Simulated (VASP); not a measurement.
Input of a VASP 6.6.1 run:

POSCAR

```
La2AlCo2C
1.0
   -2.0610330000      3.1662730000      4.5207430000
    4.1143710000      0.0410160000     -0.0311360000
    2.1209880000      2.9345540000     -4.3372570000
La Co Al C
2 2 1 1
Direct
    0.1994300000      0.6785980000      0.8141210000
    0.8039420000      0.3067210000      0.1768660000
    0.2754460000      0.0103040000      0.2690750000
    0.7183050000      0.0182340000      0.7102830000
    0.5029020000      0.5088790000      0.5019980000
    0.0015240000      0.0117820000      0.0085700000
```

INCAR.step1

```
SYSTEM = La2AlCo2C
  PREC = Accurate
  ENCUT = 660
  ISMEAR = -1
  SIGMA = 0.1
  LREAL = .FALSE.
  LASPH = .TRUE.
  NELM = 200
  LMAXMIX = 6
  LDAU = .TRUE.
  LDAUTYPE = 2
  LDAUL = 3 -1 -1 -1
  LDAUU = 6.73 0 0 0
  LDAUJ = 0 0 0 0
  NBANDS = 32
  GGA = PE
  ALGO = Normal
  EDIFF = 1E-5
  LWAVE = .TRUE.
  LCHARG = .FALSE.
  GGA_COMPAT = .FALSE.
```

The input INCAR.step2:

```
SYSTEM = La2AlCo2C
  PREC = Accurate
  ENCUT = 660
  EDIFF = 1E-6
  ISMEAR = -1
  SIGMA = 0.1
  LREAL = .FALSE.
  LASPH = .TRUE.
  NELM = 200
  ALGO = Normal
  ISIF = 2
  LWAVE = .FALSE.
  LCHARG = .FALSE.
  LMAXMIX = 6
  LDAU = .TRUE.
  LDAUTYPE = 2
  LDAUL = 3 -1 -1 -1
  LDAUU = 6.73 0 0 0
  LDAUJ = 0 0 0 0
  LDAUPRINT = 1
  METAGGA = R2SCAN
  LMIXTAU = .TRUE.
  NBANDS = 32
  ISTART = 1
  GGA_COMPAT = .FALSE.
```

File KPOINTS:

```
Automatic mesh
0
Gamma
  4 5 4
  0 0 0.5
```

Potentials or basis: VASP PAW PBE potentials, release 64 (La, Co, Al, C).

Command:

```sh
$ cat potpaw_PBE.64/La/POTCAR potpaw_PBE.64/Co/POTCAR potpaw_PBE.64/Al/POTCAR potpaw_PBE.64/C/POTCAR > POTCAR
$ cp INCAR.step1 INCAR
$ mpirun -np 1 vasp_std > vasp.out
$ cp INCAR.step2 INCAR
$ mpirun -np 1 vasp_std > vasp.out
```

Question: Estimate the largest force.

Answer: 3.660 eV/Å.

Question: Predict the pressure.

Answer: 7.6 GPa.

Question: What does it give for the band gap on the k mesh?

Answer: Zero (an odd number of electrons rules out a gap without spin polarisation).

Eigenvalues of the final occupation matrices:
```tsv
site	spin	trace	eigenvalues
site 1 f	1	0.03	0.00 0.00 0.00 0.00 0.01 0.01 0.01
site 1 f	2	0.03	0.00 0.00 0.00 0.00 0.01 0.01 0.01
site 2 f	1	0.03	0.00 0.00 0.00 0.00 0.01 0.01 0.01
site 2 f	2	0.03	0.00 0.00 0.00 0.00 0.01 0.01 0.01
```

Caveat: the cell stands under pressure; the PAW data sets were made with another functional, which shifts forces and pressure a little; spin-orbit coupling is left out, which moves the levels of the heavy elements; the run has no spin polarisation, though such a crystal can be magnetic; U without spin polarisation on a metal has little footing; the U is typed as a test and isn't derived for this compound. Spin polarisation is off, so any magnetic state and its effect on volume and gap are missing.
